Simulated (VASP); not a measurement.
Here is a VASP 6.6.1 calculation.

The input INCAR:

```
SYSTEM = Zn
PREC = Accurate
ENCUT = 600
EDIFF = 1E-6
ISMEAR = 0
SIGMA = 0.1
LREAL = .FALSE.
LASPH = .TRUE.
NELM = 80
ALGO = Normal
ISIF = 4
LWAVE = .FALSE.
LCHARG = .FALSE.
GGA = PS
IBRION = 2
NSW = 50
EDIFFG = -0.01
```

Contents of KPOINTS:

```
regular mesh
0
G
  18 18 8
  0 0 0
```

The input POSCAR:

```
Zn
1.0
    2.5640357600      0.0000000000      0.0000000000
   -1.2820178800      2.2205201043      0.0000000000
    0.0000000000      0.0000000000      4.7047485054
Zn
2
Direct
    0.3333333333      0.6666666667      0.2500000000
    0.6666666667      0.3333333333      0.7500000000
```

Potentials or basis: VASP PAW PBE potentials, release 64 (Zn).

Run with:

```bash
$ cat potpaw_PBE.64/Zn/POTCAR > POTCAR
$ mpirun -np 1 vasp_std > vasp.out
```

Estimate the band gap on the k mesh.

zero (band 12 reaches 5.48 eV, above the bottom of band 13 at 1.28 eV).

Final structure:
```
CELL_PARAMETERS angstrom
2.57449 0.00000 0.00000
-1.28724 2.22957 0.00000
0.00000 0.00000 4.66663
ATOMIC_POSITIONS crystal
Zn 0.33333 0.66667 0.25000
Zn 0.66667 0.33333 0.75000
```
